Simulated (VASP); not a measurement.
Here is a VASP 6.6.1 calculation.

INCAR

```
SYSTEM = Au
PREC = Accurate
ENCUT = 520
EDIFF = 1E-6
ISMEAR = 0
SIGMA = 0.1
LREAL = .False.
LASPH = .True.
NELM = 80
ALGO = Normal
ISIF = 2
LWAVE = .False.
LCHARG = .True.
LELF = .True.
LVHAR = .True.
NBANDS = 12
```

File KPOINTS:

```
regular mesh
0
Gamma
  8 8 8
  0 0 0
```

File POSCAR:

```
Au
1.0
    0.0000000000      2.0585000000      2.0585000000
    2.0585000000      0.0000000000      2.0585000000
    2.0585000000      2.0585000000      0.0000000000
Au
1
Direct
    0.0000000000      0.0000000000      0.0000000000
```

Potentials or basis: VASP PAW LDA potentials, release 64 (Au).

Launch:

```console
$ cat potpaw_LDA.64/Au/POTCAR > POTCAR
$ mpirun -np 1 vasp_std > vasp.out
```

(1) Estimate the pressure.

## Answers

(1) -7.3 GPa.
